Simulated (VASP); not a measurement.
# TbHgB4 (P-6m2) in VASP: notebook, part 2 of 2

VASP 6.6.1. Earlier steps stand in the parts before.

### 3 Single point, PBE

This run uses another cell than the first one, of 15.82 Å³/atom.

Contents of INCAR:

```
SYSTEM = TbHgB4
ALGO = Normal ; EDIFF = 1E-6
ENCUT = 500 ; GGA = PE
GGA_COMPAT = .False. ; ISIF = 2
ISMEAR = 0 ; LASPH = .True.
LCHARG = .False. ; LMAXMIX = 6
LREAL = .False. ; LWAVE = .False.
NBANDS = 26 ; NELM = 200
PREC = Accurate ; SIGMA = 0.2
```

Contents of KPOINTS:

```
k-points
0
Gamma
  5 5 3
  0 0 0
```

Contents of POSCAR:

```
TbHgB4
1.0
    4.6687964623      0.0000000033      0.0000000000
   -2.3343982340      4.0432963398      0.0000000000
    0.0000000000      0.0000000000      5.0286894498
Tb B Hg
1 4 1
Direct
    0.6666666667      0.3333333333      0.5000000000
    0.5452243132      0.4547756868      0.0000000000
    0.5452243132      0.0904486265      0.0000000000
    0.9095513735      0.4547756868      0.0000000000
    0.0000000000      0.0000000000      0.0000000000
    0.0000000000      0.0000000000      0.5000000000
```

Potentials or basis: VASP PAW PBE potentials, release 64 (Tb_3, B, Hg), 4f in core.

The run is started by

```bash
$ cat potpaw_PBE.64/Tb_3/POTCAR potpaw_PBE.64/B/POTCAR potpaw_PBE.64/Hg/POTCAR > POTCAR
$ mpirun -np 1 vasp_std > vasp.out
```

OUTCAR:

```text
SYSTEM = TbHgB4
   EDIFF = 1E-6
   ENCUT = 500
   GGA = PE
   ISIF = 2
   ISMEAR = 0
   LASPH = .True.
   LREAL = .False.
   NELM = 200
   PREC = Accurate

 ion  position               nearest neighbor table
   1  0.667  0.333  0.500-   6 2.70   6 2.70   6 2.70   3 2.70   3 2.70   4 2.70   4 2.70   2 2.70
                             2 2.70
   2  0.545  0.455  0.000-   3 1.70   4 1.70   1 2.70   1 2.70
   3  0.545  0.090  0.000-   2 1.70   4 1.70   1 2.70   1 2.70
   4  0.910  0.455  0.000-   2 1.70   3 1.70   1 2.70   1 2.70
   5  0.000  0.000  0.000-   6 2.51   6 2.51
   6  0.000  0.000  0.500-   5 2.51   5 2.51   1 2.70   1 2.70   1 2.70

  LATTYP: Found a hexagonal cell.
 ALAT       =     4.6687964623
 C/A-ratio  =     1.0770847456

  Lattice vectors:

 A1 = (   4.6687964623,   0.0000000033,   0.0000000000)
 A2 = (  -2.3343982340,   4.0432963398,   0.0000000000)
 A3 = (   0.0000000000,   0.0000000000,   5.0286894498)

Analysis of symmetry for initial positions (statically):
=====================================================================
[... 169 lines left out ...]
 cond. band min:       3.5047190629   @ k =   0.4000   0.2000   0.3333
 fundamental gap:      0.0144138100
 Fermi energy:         3.5026403268

 k-point     1 :       0.0000    0.0000    0.0000
  band No.  band energies     occupation
      1     -19.4078      2.00000
      2     -19.4078      2.00000
      3     -19.1188      2.00000
      4      -8.8147      2.00000
      5      -5.1267      2.00000
      6      -4.6970      2.00000
[... 279 lines left out ...]
     25       7.9091      0.00000
     26       8.4066      0.00000

------------------------ aborting loop because EDIFF is reached ----------------------------------------

  FORCE on cell =-STRESS in cart. coord.  units (eV):
  Direction    XX          YY          ZZ          XY          YZ          ZX
  --------------------------------------------------------------------------------------
  -------------------------------------------------------------------------------------
  Total        0.2419697      0.2419697      0.3054728      0.0000000      0.0000000      0.0000000
  in kB        4.0839112      4.0839112      5.1557016      0.0000000      0.0000000      0.0000000
  external PRESSURE =       4.4411747 kB  Pullay stress =       0.0000000 kB

 VOLUME and BASIS-vectors are now :
 -----------------------------------------------------------------------------
  energy-cutoff  :      500.00
  volume of cell :       94.93
      direct lattice vectors                 reciprocal lattice vectors
     4.668796462  0.000000003  0.000000000     0.214187962  0.123661478  0.000000000
    -2.334398234  4.043296340  0.000000000    -0.000000000  0.247322955  0.000000000
     0.000000000  0.000000000  5.028689450     0.000000000  0.000000000  0.198858969

 POSITION                                       TOTAL-FORCE (eV/Angst)
 -----------------------------------------------------------------------------------
      2.33440      1.34777      2.51434         0.000000      0.000000      0.000000
      1.48391      1.83879      0.00000        -0.027966      0.016146     -0.000000
      2.33440      0.36571      0.00000         0.000000     -0.032293     -0.000000
      3.18488      1.83879      0.00000         0.027966      0.016146     -0.000000
      0.00000      0.00000      0.00000         0.000000      0.000000      0.000000
      0.00000      0.00000      2.51434         0.000000      0.000000      0.000000
 -----------------------------------------------------------------------------------
    total drift:                               -0.000000      0.000000      0.000000

  FREE ENERGIE OF THE ION-ELECTRON SYSTEM (eV)
  ---------------------------------------------------
  free  energy   TOTEN  =       -22.9024939623 eV

  energy  without entropy=      -22.8608273007  energy(sigma->0) =      -22.88166063
```

stdout:

```text
POSCAR found type information on POSCAR TbB Hg
 POSCAR found :  3 types and       6 ions
 scaLAPACK will be used
 LDA part: xc-table for (Slater+PW92), standard interpolation
 POSCAR, INCAR and KPOINTS ok, starting setup
 FFT: planning ... GRIDC
 FFT: planning ... GRID_SOFT
 FFT: planning ... GRID
 WAVECAR not read
 entering main loop
```

Run time: 17 s. Hardware: 1 thread of AMD EPYC 9R45 (Zen 5), shared host; peak memory 0.19 GiB.

What came out:

```
Free energy            : -22.9025 eV
Pressure               : 0.4 GPa
Largest force          : 0.032 eV/Å
Band gap on the k mesh : zero (an odd number of electrons rules out a gap without spin polarisation)
```

Forces on the atoms (eV/Å):
```
Tb   0.000  0.000  0.000
B   -0.028  0.016  0.000
B    0.000 -0.032  0.000
B    0.028  0.016  0.000
B    0.000  0.000  0.000
Hg   0.000  0.000  0.000
```

Levels at points of the mesh, in eV from the Fermi level:
| k point | band 15 | band 16 | band 17 | band 18 | band 19 | band 20 |
| --- | --- | --- | --- | --- | --- | --- |
| (0.00, 0.00, 0.00) | -1.77 | -1.77 | -0.36 | 0.31 | 0.31 | 0.70 |

Caveat: the k points lie up to 0.42 Å⁻¹ apart, too coarse for converged energies and pressures of a metal; spin-orbit coupling is left out, which moves the levels of the heavy elements; the 4f electrons are frozen in the core, so they carry no moment and show no levels. Spin polarisation is off, so any magnetic state and its effect on volume and gap are missing.
